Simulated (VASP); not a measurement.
Runs of VASP 6.6.1 on Co. The structure is cubic, space group Fm-3m (No. 225). The conventional cell has a = 3.589 Å, b = 3.589 Å, c = 3.589 Å, α = 90.00°, β = 90.00°, γ = 90.00°. Within 3.3 Å of Co (site symmetry m-3m) lie 12 Co at 2.54 Å. 

```csv
spin,gap on the mesh (eV),pressure (GPa),moment (μB)
"collinear, antiferromagnetic start",none,-0.7,(b)
collinear,none,(a),3.56
"collinear, ferromagnetic start",none,-6.0,3.56
off,none,-25.5,-
```

Alike in all rows: task single point; level PBE+U; potentials or basis VASP PAW PBE potentials, release 64 (Co); Co d U = 2.7 eV; cell as given; k mesh 6 × 12 × 12; cutoff (eV) 600; smearing fermi-dirac 0.05 eV.

**Question.** Fill in the values left out.

**Answer.** (a) -5.9; (b) 0.00.

Caveats: the U is typed as a test and isn't derived for this compound; U without spin polarisation on a metal has little footing (some runs).

A gap of «none» marks levels without a gap at the run's occupations.
